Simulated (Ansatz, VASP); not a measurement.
**One calculation of B, two programs**

Contents of INCAR:

```
PREC     = Accurate       # precision mode
ENCUT    = 500            # plane-wave cutoff, eV
EDIFF    = 1E-6           # SCF threshold, eV
ISMEAR   = 0              # smearing method
SIGMA    = 0.1            # smearing width, eV
LREAL    = F              # projectors in reciprocal space
LASPH    = T              # aspherical terms in the spheres
NELM     = 120            # most SCF steps
ALGO     = Normal         # electronic algorithm
ISIF     = 2              # what is computed and relaxed
LWAVE    = F              # write WAVECAR
LCHARG   = F              # write CHGCAR
GGA      = PS             # functional
NBANDS   = 14             # bands
GGA_COMPAT= F
```

The input KPOINTS:

```
Automatic mesh
0
Gamma
  10 10 4
```

POSCAR

```
B
1.0
    0.9300205788     -2.9211913861      0.0000000000
    0.9300205788      2.9211913861      0.0000000000
    0.0000000000      0.0000000000      4.8417489817
B
4
Direct
    0.6301317782      0.3698682218      0.5838330252
    0.8698682218      0.1301317782      0.0838330252
    0.1301317782      0.8698682218      0.9161669748
    0.3698682218      0.6301317782      0.4161669748
```

Input for Ansatz:

```yaml
crystal:
  lattice:
    - [0.9300205788, -2.9211913861, 0.0]
    - [0.9300205788, 2.9211913861, 0.0]
    - [0.0, 0.0, 4.8417489817]
  atoms:
    - { symbol: B, position: [0.6301317782, 0.3698682218, 0.5838330252] }
    - { symbol: B, position: [0.8698682218, 0.1301317782, 0.0838330252] }
    - { symbol: B, position: [0.1301317782, 0.8698682218, 0.9161669748] }
    - { symbol: B, position: [0.3698682218, 0.6301317782, 0.4161669748] }
basis:
  ecutwfc: 420
kpoints:
  mp_grid: { grid: [10, 10, 4] }
hamiltonian:
  xc: pbesol
scf:
  occupations: { method: gaussian, width: 0.1 }
  lower_state_search: "off"
output:
  forces: true
  stress: true
  eigenvalues: true
```

Change from the starting cell: the structure that the rattled lonsdaleite type (P6_3/mmc, No. 194) fell into.

Alike in both runs: task single point; functional PBEsol; k mesh 10 × 10 × 4; occupations gaussian, width 0.1 eV; no spin polarisation.

|  | VASP | Ansatz |
| --- | --- | --- |
| version | VASP 6.6.1 | Ansatz 0.2.0 |
| potentials or method | VASP PAW PBE potentials, release 64 (B), cutoff 500 eV | scalar-relativistic, plane waves, PAW |
| valence electrons in the cell | 12 | 12 |

```tsv
	VASP	Ansatz	Ansatz less VASP
gap on the k mesh at the Fermi level (eV)	none	none	-
pressure (GPa)	0.2	-0.2	-0.34
traceless stress, the component that is largest in VASP (GPa)	-6.39	-6.38	+0.014
rms of the force components (eV/Å)	0.094	0.098	+0.0042
```

VASP's potentials were made for PBE, not for PBEsol. Atom by atom the forces differ by 0.005 eV/Å (rms over components). A gap of «none» marks a metal or a gap that the smearing closes. With one functional, cell and mesh, what is left measures potentials, basis and numerics.
